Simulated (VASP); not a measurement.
SrO, 2 atoms in the cell. It takes space group Fm-3m (No. 225, cubic). Conventional cell: a = 5.108 Å, b = 5.108 Å, c = 5.108 Å, α = 90.00°, β = 90.00°, γ = 90.00°. Sr (site symmetry m-3m) has 6 O at 2.55 Å within 3.4 Å. Within 3.4 Å of O (site symmetry m-3m) lie 6 Sr at 2.55 Å.  This cell differs from its parent crystal: strain -1.0%.

* Program: VASP 6.6.1
* Task: dielectric tensor
* Functional: r2SCAN
* Potentials or basis: VASP PAW PBE potentials, release 64 (Sr_sv, O)
* Cutoff: 520 eV
* k mesh: 8 × 8 × 8
* Occupations: gaussian, width 0.01 eV
* Spin: no spin polarisation
* Dipole correction: no
* Further INCAR settings: ALGO = Normal; EDIFF = 1e-08

Potentials or basis: VASP PAW PBE potentials, release 64 (Sr_sv, O).

Run with:

```console
$ cat potpaw_PBE.64/Sr_sv/POTCAR potpaw_PBE.64/O/POTCAR > POTCAR
$ mpirun -np 1 vasp_std > vasp.out
```

Hardware: 1 thread of Intel(R) Xeon(R) 6975P-C (Granite Rapids) (shared host).

Estimate the wall time of this run.

It took 25 min on 1 thread of Intel(R) Xeon(R) 6975P-C (Granite Rapids) (shared host), peak memory 0.4 GiB. Counts: scf iterations 81, k points 29.
